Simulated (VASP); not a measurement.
# BeS in VASP: further runs, part 2 of 2

VASP 6.6.1. Earlier steps stand in the parts before.

### Step 5. Single point, r2SCAN (strain +0.030 along x and y, +0.030 along z)

POSCAR reads:

```
BeS
1.0
    0.0000000000      2.4977500000      2.4977500000
    2.4977500000      0.0000000000      2.4977500000
    2.4977500000      2.4977500000      0.0000000000
Be S
1 1
Direct
    0.0000000000      0.0000000000      0.0000000000
    0.7500000000      0.7500000000      0.7500000000
```

INCAR.step1 reads:

```
PREC = Accurate
ENCUT = 520
ISMEAR = 0
SIGMA = 0.05
LREAL = False
LASPH = True
NELM = 60
NBANDS = 11
GGA = PE
ALGO = Normal
EDIFF = 1E-4
LWAVE = True
LCHARG = False
```

INCAR.step2 reads:

```
PREC = Accurate
ENCUT = 520
EDIFF = 1E-6
ISMEAR = 0
SIGMA = 0.05
LREAL = False
LASPH = True
NELM = 60
ALGO = Normal
ISIF = 2
LWAVE = False
LCHARG = False
METAGGA = R2SCAN
LMIXTAU = True
NBANDS = 11
ISTART = 1
```

KPOINTS reads:

```
Automatic mesh
0
Gamma
  8 8 8
```

Started as:

```sh
> cat potpaw_PBE.64/Be/POTCAR potpaw_PBE.64/S/POTCAR > POTCAR
> cp INCAR.step1 INCAR
> mpirun -np 1 vasp_std > vasp.out
> cp INCAR.step2 INCAR
> mpirun -np 1 vasp_std > vasp.out
```

It took 34 s on 1 thread of Intel Xeon Platinum 8488C (Sapphire Rapids), shared host; peak memory 0.15 GiB.

The run converged. Its results:

* Free energy: -14.7405 eV
* Pressure: -6.3 GPa
* Band gap on the k mesh: 3.75 eV, indirect (least direct gap 5.91 eV)

Levels at points of the mesh, in eV from the valence-band top:
```tsv
k point	band 2	band 3	band 4	band 5	band 6	band 7
(0.00, 0.00, 0.00)	0.00	0.00	0.00	5.91	6.29	6.29
(0.50, 0.00, 0.00)	-5.40	-0.94	-0.94	5.77	7.16	7.16
(0.50, 0.50, 0.00)	-4.74	-2.41	-2.41	3.75	5.44	13.14
```

Caveat: the cell differs from its parent crystal (strain +0.030 along x and y, +0.030 along z); the PAW data sets were made with another functional, which shifts forces and pressure a little.

### Step 6. Single point, r2SCAN (strain -0.030 along x and y, -0.015 along z)

POSCAR reads:

```
BeS
1.0
    0.0000000000      2.3522500000      2.3886250000
    2.3522500000      0.0000000000      2.3886250000
    2.3522500000      2.3522500000      0.0000000000
Be S
1 1
Direct
    0.0000000000      0.0000000000      0.0000000000
    0.7500000000      0.7500000000      0.7500000000
```

INCAR.step1 reads:

```
PREC = Accurate
ENCUT = 520
ISMEAR = 0
SIGMA = 0.05
LREAL = F
LASPH = T
NELM = 80
NBANDS = 11
GGA = PE
ALGO = Normal
EDIFF = 1E-4
LWAVE = T
LCHARG = F
```

INCAR.step2 reads:

```
PREC = Accurate
ENCUT = 520
EDIFF = 1E-6
ISMEAR = 0
SIGMA = 0.05
LREAL = F
LASPH = T
NELM = 80
ALGO = Normal
ISIF = 2
LWAVE = F
LCHARG = F
METAGGA = R2SCAN
LMIXTAU = T
NBANDS = 11
ISTART = 1
```

KPOINTS reads:

```
regular mesh
0
Gamma
  8 8 8
```

Potentials or basis: VASP PAW PBE potentials, release 64 (Be, S).

Started as:

```sh
> cat potpaw_PBE.64/Be/POTCAR potpaw_PBE.64/S/POTCAR > POTCAR
> cp INCAR.step1 INCAR
> mpirun -np 1 vasp_std > vasp.out
> cp INCAR.step2 INCAR
> mpirun -np 1 vasp_std > vasp.out
```

OUTCAR:

```text
PREC = Accurate
   ENCUT = 520
   EDIFF = 1E-6
   ISMEAR = 0
   LREAL = F
   LASPH = T
   NELM = 80
   ISIF = 2
   METAGGA = R2SCAN
   ISTART = 1

 ion  position               nearest neighbor table
   1  0.000  0.000  0.000-   2 2.05   2 2.05   2 2.05   2 2.05
   2  0.750  0.750  0.750-   1 2.05   1 2.05   1 2.05   1 2.05

  LATTYP: Found a body centered tetragonal cell.
 ALAT       =     3.3265838521
 C/A-ratio  =     1.4360828443

  Lattice vectors:

 A1 = (  -2.3522500000,   0.0000000000,   2.3886250000)
 A2 = (   2.3522500000,   0.0000000000,   2.3886250000)
 A3 = (   0.0000000000,   2.3522500000,  -2.3886250000)

Analysis of symmetry for initial positions (statically):
=====================================================================
 Subroutine PRICEL returns:
 Original cell was already a primitive cell.

 Routine SETGRP: Setting up the symmetry group for a
 body centered tetragonal supercell.

 Subroutine GETGRP returns: Found  8 space group operations
 (whereof  8 operations were pure point group operations)
 out of a pool of 16 trial point group operations.

The static configuration has the point symmetry D_2d.

Analysis of symmetry for dynamics (positions and initial velocities):
=====================================================================
 Subroutine PRICEL returns:
 Original cell was already a primitive cell.

 Routine SETGRP: Setting up the symmetry group for a
 body centered tetragonal supercell.

 Subroutine GETGRP returns: Found  8 space group operations
 (whereof  8 operations were pure point group operations)
 out of a pool of 16 trial point group operations.

The dynamic configuration has the point symmetry D_2d.

 Subroutine INISYM returns: Found  8 space group operations
 (whereof  8 operations are pure point group operations),
 and found     1 'primitive' translations

[... 115 lines left out ...]
  volume/ion in A,a.u.               =      13.22        89.19
  Fermi-wavevector in a.u.,A,eV,Ry     =   1.099149  2.077090 16.437583  1.208128
  Thomas-Fermi vector in A             =   2.235539
   LORBIT       =      0    0 simple, 1 ext, 2 COOP (PROOUT), +10 PAW based schemes
   METAGGA = R2SCAN    functional components
   LHFCALC =     F    Hartree Fock is set to
   AEXX    =    0.0000 exact exchange contribution
   IVDW    =     0    specifies the selected vdW correction
   LEPSILON=     F    determine dielectric tensor
   LRPA    =     F    only Hartree local field effects (RPA)
 non-spin polarized calculation
 Gauss-broadening in eV      SIGMA  =   0.05
  energy-cutoff  :      520.00
  volume of cell :       26.43
 maximum number of plane-waves:       725
 NGX is ok and might be reduce to    28
   NGX = 13   NGY = 13   NGZ = 13

 number of electron       8.0000000 magnetization

 Free energy of the ion-electron system (eV)
  ---------------------------------------------------
  ext. energy  EPLUGINS =         0.00000000
  ---------------------------------------------------
  free energy    TOTEN  =       -14.70940834 eV

  energy without entropy =      -14.70940834  energy(sigma->0) =      -14.70940834

 E-fermi :   5.1304     XC(G=0): -10.5187

 val. band max:        4.8244215607   @ k =   0.0000   0.0000   0.0000
 cond. band min:       8.1347234478   @ k =   0.5000   0.0000   0.5000
 fundamental gap:      3.3103018871
 Fermi energy:         5.1303847399

 k-point     1 :       0.0000    0.0000    0.0000
  band No.  band energies     occupation
      1     -10.0615      2.00000
      2       4.7304      2.00000
      3       4.8244      2.00000
      4       4.8244      2.00000
      5      10.9857      0.00000
      6      10.9857      0.00000
      7      11.0000      0.00000
      8      12.1880      0.00000
      9      18.1643      0.00000
     10      18.5427      0.00000
     11      21.3400      0.00000
[... 309 lines left out ...]
 k-point    24 :       0.3750    0.0000    0.1250
  band No.  band energies     occupation
      1      -8.6367      2.00000
      2      -0.1717      2.00000
      3       3.2105      2.00000
      4       3.3698      2.00000
      5      10.9032      0.00000
      6      12.6348      0.00000
      7      13.1119      0.00000
      8      14.5663      0.00000
      9      19.0332      0.00000
     10      19.9733      0.00000
     11      21.4997      0.00000

 [... further k-points ...]
[... 5 lines left out ...]
  --------------------------------------------------------------------------------------
  -------------------------------------------------------------------------------------
  Total        1.7969759      1.7969759      1.5225094      0.0000000      0.0000000      0.0000000
  in kB      108.9200679    108.9200679     92.2838359      0.0000000      0.0000000      0.0000000
  external PRESSURE =     103.3746572 kB  Pullay stress =       0.0000000 kB

 VOLUME and BASIS-vectors are now :
 -----------------------------------------------------------------------------
  energy-cutoff  :      520.00
  volume of cell :       26.43
      direct lattice vectors                 reciprocal lattice vectors
     0.000000000  2.352250000  2.388625000    -0.212562440  0.212562440  0.209325449
     2.352250000  0.000000000  2.388625000     0.212562440 -0.212562440  0.209325449
     2.352250000  2.352250000  0.000000000     0.212562440  0.212562440 -0.209325449

 POSITION                                       TOTAL-FORCE (eV/Angst)
 -----------------------------------------------------------------------------------
      0.00000      0.00000      0.00000         0.000000      0.000000     -0.000000
      3.52838      3.52838      3.58294        -0.000000     -0.000000      0.000000
 -----------------------------------------------------------------------------------
    total drift:                                0.000000      0.000000      0.000000

  FREE ENERGIE OF THE ION-ELECTRON SYSTEM (eV)
  ---------------------------------------------------
  free  energy   TOTEN  =       -14.7094083354 eV

  energy  without entropy=      -14.7094083354  energy(sigma->0) =      -14.70940834
```

OSZICAR.step1:

```text
N       E                     dE             d eps       ncg     rms          rms(c)
DAV:   1     0.207048171052E+02    0.20705E+02   -0.39071E+03  1314   0.628E+02
DAV:   2    -0.898912094966E+01   -0.29694E+02   -0.28581E+02  1698   0.120E+02
DAV:   3    -0.101505068962E+02   -0.11614E+01   -0.11590E+01  1700   0.232E+01
DAV:   4    -0.101572916925E+02   -0.67848E-02   -0.67838E-02  1614   0.204E+00
DAV:   5    -0.101573411657E+02   -0.49473E-04   -0.49473E-04  1715   0.173E-01    0.631E+00
DAV:   6    -0.999027017428E+01    0.16707E+00   -0.11461E-01  1540   0.176E+00    0.426E+00
DAV:   7    -0.993470955226E+01    0.55561E-01   -0.15185E-01  1690   0.210E+00    0.958E-01
DAV:   8    -0.993570238088E+01   -0.99283E-03   -0.70958E-03  1583   0.468E-01    0.151E-01
DAV:   9    -0.993576988189E+01   -0.67501E-04   -0.46027E-04  1612   0.140E-01
   1 F= -.99357699E+01 E0= -.99357699E+01  d E =-.385737E-17
```

Wall time 57 s (1 thread of Intel Xeon Platinum 8488C (Sapphire Rapids), shared host); peak memory 0.16 GiB.

What came out:

```yaml
Free_energy: -14.7094 eV
Pressure: 10.3 GPa
Band_gap_on_the_k_mesh: 3.31 eV, indirect (least direct gap 6.16 eV)
```

Stress tensor (GPa, compression positive):
```
10.89  0.00  0.00
 0.00 10.89  0.00
 0.00  0.00  9.23
```

Levels at points of the mesh, in eV from the valence-band top:
```csv
k point,band 1,band 2,band 3,band 4,band 5,band 6,band 7,band 8
"(0.00, 0.00, 0.00)",-14.89,-0.09,0.00,0.00,6.16,6.16,6.18,7.36
"(0.50, 0.00, 0.00)",-12.98,-6.52,-1.28,-1.12,6.31,7.02,7.14,12.41
"(0.50, 0.50, 0.00)",-12.39,-5.72,-2.94,-2.94,3.45,5.36,14.46,14.46
"(0.50, 0.00, 0.50)",-12.30,-5.61,-3.09,-3.06,3.31,5.22,14.35,14.52
```

Caveat: the cell differs from its parent crystal (strain -0.030 along x and y, -0.015 along z); the PAW data sets were made with another functional, which shifts forces and pressure a little. A k mesh can miss the band edges.

### Step 7. The runs side by side

| cell | gap on the mesh (eV) | pressure (GPa) |
| --- | --- | --- |
| a = 3.481, b = 3.481, c = 3.429 Å, angles 60.5, 60.5, 59.0°, 2 atoms | 3.51 | -1.5 |
| a = 3.481, b = 3.481, c = 3.532 Å, angles 59.5, 59.5, 61.0°, 2 atoms | 3.46 | -4.0 |
| a = 3.327 Å, angles 60.0°, 2 atoms | 3.35 | 12.4 |
| a = 3.532 Å, angles 60.0°, 2 atoms | 3.75 | -6.3 |
| a = 3.352, b = 3.352, c = 3.327 Å, angles 60.3, 60.3, 59.5°, 2 atoms | 3.31 | 10.3 |

Alike in all rows: task single point; level r2SCAN; potentials or basis VASP PAW PBE potentials, release 64 (Be, S); no spin polarisation; k mesh 8 × 8 × 8; cutoff (eV) 520; smearing gaussian 0.05 eV.

Caveats: the PAW data sets were made with another functional, which shifts forces and pressure a little.

Total energies depend on the potentials used, so only differences within one code and one set of settings carry meaning.
